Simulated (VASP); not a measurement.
# P (Cmce) in VASP: single point with r2SCAN

Aim: the single point of P with r2SCAN.

Program: VASP 6.6.1. These are calculated values, not measurements. Logs are shortened: lines on timing, memory, paths and dates and some standing lists are left out, and cuts for length are marked.

### Step 1. The cell of the first run

Symmetry: Cmce, No. 64, orthorhombic system. Conventional cell: a = 3.293 Å, b = 10.504 Å, c = 4.393 Å, α = 90.00°, β = 90.00°, γ = 90.00°. P (site symmetry m) has 3 P at 2.21 to 2.24 Å within 2.9 Å.

### Step 2. Single point, r2SCAN

File POSCAR:

```
P
1.0
    1.6464298848     -5.2521936338      0.0000000000
    1.6464298848      5.2521936338      0.0000000000
    0.0000000000      0.0000000000      4.3928045554
P
4
Direct
    0.3991104138      0.6008895862      0.5828111002
    0.6008895862      0.3991104138      0.4171888998
    0.8991104138      0.1008895862      0.9171888998
    0.1008895862      0.8991104138      0.0828111002
```

File INCAR.step1:

```
SYSTEM = P
PREC = Accurate
ENCUT = 520
ISMEAR = 0
SIGMA = 0.05
LREAL = .False.
LASPH = .True.
NELM = 100
NBANDS = 18
GGA = PE
ALGO = Normal
EDIFF = 1E-4
LWAVE = .True.
LCHARG = .False.
```

File INCAR.step2:

```
SYSTEM = P
PREC = Accurate
ENCUT = 520
EDIFF = 1E-7
ISMEAR = 0
SIGMA = 0.05
LREAL = .False.
LASPH = .True.
NELM = 100
ALGO = Normal
ISIF = 2
LWAVE = .False.
LCHARG = .False.
METAGGA = R2SCAN
LMIXTAU = .True.
NBANDS = 18
ISTART = 1
```

File KPOINTS:

```
Automatic mesh
0
Gamma
  10 10 8
  0 0 0
```

Potentials or basis: VASP PAW PBE potentials, release 64 (P).

The run is started by

```bash
$ cat potpaw_PBE.64/P/POTCAR > POTCAR
$ cp INCAR.step1 INCAR
$ mpirun -np 1 vasp_std > vasp.out
$ cp INCAR.step2 INCAR
$ mpirun -np 1 vasp_std > vasp.out
```

OUTCAR:

```text
SYSTEM = P
   PREC = Accurate
   ENCUT = 520
   EDIFF = 1E-7
   ISMEAR = 0
   LREAL = .False.
   LASPH = .True.
   NELM = 100
   ISIF = 2
   METAGGA = R2SCAN
   ISTART = 1

 ion  position               nearest neighbor table
   1  0.399  0.601  0.583-   3 2.21   3 2.21   2 2.24
   2  0.601  0.399  0.417-   4 2.21   4 2.21   1 2.24
   3  0.899  0.101  0.917-   1 2.21   1 2.21   4 2.24
   4  0.101  0.899  0.083-   2 2.21   2 2.21   3 2.24

  LATTYP: Found a base centered orthorhombic cell.
 ALAT       =     3.2928597696
 B/A-ratio  =     3.1900499877
 C/A-ratio  =     1.3340393648

  Lattice vectors:

 A1 = (   1.6464298848,  -5.2521936338,   0.0000000000)
 A2 = (   1.6464298848,   5.2521936338,   0.0000000000)
 A3 = (   0.0000000000,   0.0000000000,   4.3928045554)

Analysis of symmetry for initial positions (statically):
=====================================================================
 Subroutine PRICEL returns:
 Original cell was already a primitive cell.

 Routine SETGRP: Setting up the symmetry group for a
 base centered orthorhombic supercell.

 Subroutine GETGRP returns: Found  8 space group operations
 (whereof  4 operations were pure point group operations)
 out of a pool of  8 trial point group operations.

The static configuration has the point symmetry C_2h.
 The point group associated with its full space group is D_2h.

Analysis of symmetry for dynamics (positions and initial velocities):
=====================================================================
 Subroutine PRICEL returns:
 Original cell was already a primitive cell.

 Routine SETGRP: Setting up the symmetry group for a
 base centered orthorhombic supercell.

 Subroutine GETGRP returns: Found  8 space group operations
 (whereof  4 operations were pure point group operations)
 out of a pool of  8 trial point group operations.

The dynamic configuration has the point symmetry C_2h.
 The point group associated with its full space group is D_2h.

 Subroutine INISYM returns: Found  8 space group operations
 (whereof  4 operations are pure point group operations),
 and found     1 'primitive' translations

----------------------------------------------------------------------------------------

                                     Primitive cell

  volume of cell :      75.9724

  direct lattice vectors                    reciprocal lattice vectors
[... 87 lines left out ...]
   LSORBIT =      F    spin-orbit coupling
   LASPH  =      T    aspherical Exc in radial PAW
   ENCUT  =  520.0 eV  38.22 Ry    6.18 a.u.  10.23 10.23  8.17*2*pi/ulx,y,z
   NELM   =    100;   NELMIN=  2; NELMDL=  0     # of ELM steps
   EDIFF  = 0.1E-06   stopping-criterion for ELM
   LREAL  =      F    real-space projection
   EDIFFG = 0.1E-05   stopping-criterion for IOM
   NSW    =      0    number of steps for IOM
   IBRION =     -1    ionic relax: 0-MD 1-quasi-New 2-CG
   NFREE  =      0    steps in history (QN), initial steepest desc. (CG)
   ISIF   =      2    stress and relaxation
   ISYM   =      2    0-nonsym 1-usesym 2-fastsym
   POTIM  = 0.5000    time-step for ionic-motion
   TEBEG  =    0.0;   TEEND  =   0.0 temperature during run
   PSTRESS=    0.0 pullay stress
   NELECT =      20.0000    total number of electrons
   NUPDOWN=      -1.0000    fix difference up-down
   EMIN   =  10.00;   EMAX   =-10.00  energy-range for DOS
   EFERMI =   0.00;   METHOD = LEGACY
   ISMEAR =     0;   SIGMA  =   0.05  broadening in eV -4-tet -1-fermi 0-gaus
   EFERMI_NEDOS =   21; number of points for ismear=-14 and -15
   IALGO  =     38    algorithm
   IMIX   =      4    mixing-type and parameters
     AMIX     =   0.40;   BMIX     =  1.00
     AMIX_MAG =   1.60;   BMIX_MAG =  1.00
  volume/ion in A,a.u.               =      18.99       128.17
  Fermi-wavevector in a.u.,A,eV,Ry     =   1.049219  1.982737 14.978121  1.100861
  Thomas-Fermi vector in A             =   2.184173
   LORBIT       =      0    0 simple, 1 ext, 2 COOP (PROOUT), +10 PAW based schemes
   METAGGA = R2SCAN    functional components
   LHFCALC =     F    Hartree Fock is set to
   AEXX    =    0.0000 exact exchange contribution
   IVDW    =     0    specifies the selected vdW correction
   LEPSILON=     F    determine dielectric tensor
   LRPA    =     F    only Hartree local field effects (RPA)
 non-spin polarized calculation
 Gauss-broadening in eV      SIGMA  =   0.05
  energy-cutoff  :      520.00
  volume of cell :       75.97
 maximum number of plane-waves:      2064
 NGX is ok and might be reduce to    42
   NGX = 21   NGY = 21   NGZ = 17

 number of electron      20.0000000 magnetization

 Free energy of the ion-electron system (eV)
  ---------------------------------------------------
  ext. energy  EPLUGINS =         0.00000000
  ---------------------------------------------------
  free energy    TOTEN  =       -35.88493981 eV

  energy without entropy =      -35.88493099  energy(sigma->0) =      -35.88493540

 E-fermi :   6.7557     XC(G=0): -10.2848

 val. band max:        6.6786361735   @ k =   0.5000   0.5000   0.0000
 cond. band min:       6.8293055917   @ k =   0.5000   0.5000   0.0000
 fundamental gap:      0.1506694182
 Fermi energy:         6.7556780258

 k-point     1 :       0.0000    0.0000    0.0000
  band No.  band energies     occupation
      1     -10.1850      2.00000
      2      -7.0434      2.00000
      3      -3.5021      2.00000
      4      -0.7837      2.00000
      5       1.3947      2.00000
      6       1.7683      2.00000
[... 481 lines left out ...]
      5       0.2794      2.00000
      6       0.8914      2.00000
[... 10 lines left out ...]
     17      13.2292      0.00000
     18      13.8585      0.00000

 [... further k-points ...]
[... 5 lines left out ...]
  --------------------------------------------------------------------------------------
  -------------------------------------------------------------------------------------
  Total        0.7175257      0.7316991      0.6689111      0.0000000      0.0000000      0.0000000
  in kB       15.1318561     15.4307583     14.1066249      0.0000000      0.0000000      0.0000000
  external PRESSURE =      14.8897464 kB  Pullay stress =       0.0000000 kB

 VOLUME and BASIS-vectors are now :
 -----------------------------------------------------------------------------
  energy-cutoff  :      520.00
  volume of cell :       75.97
      direct lattice vectors                 reciprocal lattice vectors
     1.646429885 -5.252193634  0.000000000     0.303687393 -0.095198318  0.000000000
     1.646429885  5.252193634  0.000000000     0.303687393  0.095198318  0.000000000
     0.000000000  0.000000000  4.392804555     0.000000000  0.000000000  0.227645002

 POSITION                                       TOTAL-FORCE (eV/Angst)
 -----------------------------------------------------------------------------------
      1.64643      1.05978      2.56018         0.000000     -0.055987      0.090961
      1.64643     -1.05978      1.83263         0.000000      0.055987     -0.090961
      1.64643     -4.19241      4.02903         0.000000     -0.055987     -0.090961
      1.64643      4.19241      0.36377         0.000000      0.055987      0.090961
 -----------------------------------------------------------------------------------
    total drift:                                0.000000      0.000000     -0.000000

  FREE ENERGIE OF THE ION-ELECTRON SYSTEM (eV)
  ---------------------------------------------------
  free  energy   TOTEN  =       -35.8849398088 eV

  energy  without entropy=      -35.8849309863  energy(sigma->0) =      -35.88493540
```

OUTCAR.step1:

```text
SYSTEM = P
   PREC = Accurate
   ENCUT = 520
   ISMEAR = 0
   LREAL = .False.
   LASPH = .True.
[... 737 lines left out ...]
      1.64643     -1.05978      1.83263         0.000000     -0.119005      0.199765
      1.64643     -4.19241      4.02903         0.000000      0.119005      0.199765
      1.64643      4.19241      0.36377         0.000000     -0.119005     -0.199765
 -----------------------------------------------------------------------------------
    total drift:                                0.000000      0.000000     -0.000000

  FREE ENERGIE OF THE ION-ELECTRON SYSTEM (eV)
  ---------------------------------------------------
  free  energy   TOTEN  =       -21.4598108210 eV

  energy  without entropy=      -21.4595931318  energy(sigma->0) =      -21.45970198
```

OSZICAR.step1:

```text
N       E                     dE             d eps       ncg     rms          rms(c)
DAV:   1     0.574782913026E+02    0.57478E+02   -0.83318E+03  5580   0.946E+02
DAV:   2    -0.179749238299E+02   -0.75453E+02   -0.72490E+02  7406   0.151E+02
DAV:   3    -0.215853301648E+02   -0.36104E+01   -0.35848E+01  7476   0.332E+01
DAV:   4    -0.216229529677E+02   -0.37623E-01   -0.37592E-01  7198   0.407E+00
DAV:   5    -0.216235811871E+02   -0.62822E-03   -0.62812E-03  7224   0.503E-01    0.105E+01
DAV:   6    -0.215071637963E+02    0.11642E+00   -0.61721E-02  6672   0.130E+00    0.623E+00
DAV:   7    -0.214598105497E+02    0.47353E-01   -0.11001E-01  6598   0.177E+00    0.304E-01
DAV:   8    -0.214597332419E+02    0.77308E-04   -0.11833E-02  6244   0.622E-01    0.144E-01
DAV:   9    -0.214598108210E+02   -0.77579E-04   -0.48192E-04  7088   0.131E-01
   1 F= -.21459811E+02 E0= -.21459702E+02  d E =-.217689E-03
```

It took 9.3 min on 1 thread of Intel Xeon 6975P-C (Granite Rapids), shared host; peak memory 0.33 GiB.

What came out:

* Free energy: -35.8849 eV
* Pressure: 1.5 GPa
* Largest force: 0.107 eV/Å
* Band gap on the k mesh: 0.15 eV

Forces on the atoms (eV/Å):
```
P    0.000 -0.056  0.091
P    0.000  0.056 -0.091
P    0.000 -0.056 -0.091
P    0.000  0.056  0.091
```

Levels at points of the mesh, in eV from the valence-band top:
```csv
k point,band 8,band 9,band 10,band 11,band 12,band 13
"(0.00, 0.00, 0.00)",-3.13,-2.89,-1.55,0.67,1.24,2.06
"(0.50, 0.00, 0.00)",-3.67,-2.89,-2.89,0.88,0.88,1.34
"(0.50, 0.50, 0.00)",-2.60,-1.81,0.00,0.15,0.83,2.45
"(0.00, 0.00, 0.50)",-3.55,-1.54,-1.54,1.64,1.64,2.77
"(0.50, 0.00, 0.50)",-5.85,-2.16,-2.16,1.76,1.76,4.04
"(0.50, 0.50, 0.50)",-2.90,-1.85,-1.85,1.54,1.54,2.81
```

Caveat: the PAW data sets were made with another functional, which shifts forces and pressure a little.
